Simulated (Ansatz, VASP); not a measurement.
## TiAl: VASP beside Ansatz

File INCAR:

```
PREC = Accurate
ENCUT = 520
EDIFF = 1E-6
ISMEAR = 0
SIGMA = 0.15
LREAL = F
LASPH = T
NELM = 80
ALGO = Fast
ISIF = 2
LWAVE = F
LCHARG = F
GGA = CA
NBANDS = 14
```

Contents of KPOINTS:

```
Automatic mesh
0
Gamma
  16 16 16
```

File POSCAR:

```
TiAl
1.0
    3.0980312072      0.0000000000      0.0000000000
    0.0000000000      3.0980312072      0.0000000000
    0.0000000000      0.0000000000      3.4626694803
Ti Al
1 1
Direct
    0.0000000000      0.0000000000      0.0000000000
    0.5000000000      0.5000000000      0.5000000000
```

Input for Ansatz:

```yaml
crystal:
  lattice:
    - [3.0980312072, 0.0, 0.0]
    - [0.0, 3.0980312072, 0.0]
    - [0.0, 0.0, 3.4626694803]
  atoms:
    - { symbol: Ti, position: [0.0, 0.0, 0.0] }
    - { symbol: Al, position: [0.5, 0.5, 0.5] }
basis:
  ecutwfc: 520.0
kpoints:
  mp_grid: { grid: [16, 16, 16] }
hamiltonian:
  xc: lda
  pseudopotentials: { kind: paw, azcp: { folder: soft_1 } }
scf:
  occupations: { method: gaussian, width: 0.15 }
output:
  forces: true
  stress: true
  eigenvalues: true
```

Alike in both runs: task single point; functional LDA; k mesh 16 × 16 × 16; occupations gaussian, width 0.15 eV; no spin polarisation.

```csv
,VASP,Ansatz
version,VASP 6.6.1,Ansatz 0.2.0
potentials or method,"VASP PAW LDA potentials, release 64 (Ti_sv, Al), cutoff 520 eV","scalar-relativistic, plane waves, PAW"
valence electrons in the cell,15,15
```

Ansatz gave:

* gap on the k mesh at the Fermi level (eV): none
* pressure (GPa): -9.0
* traceless stress, the component that is largest in VASP (GPa): 5.28

Q: Which values does VASP return?

A: gap on the k mesh at the Fermi level (eV): none; pressure (GPa): -8.8; traceless stress, the component that is largest in VASP (GPa): 5.29.

Ansatz warns that its potentials were made for another functional, while VASP's fit it. LDA's correlation is that of Perdew and Zunger in VASP and of Perdew and Wang (1992) in Ansatz. A gap of «none» marks a metal or a gap that the smearing closes.
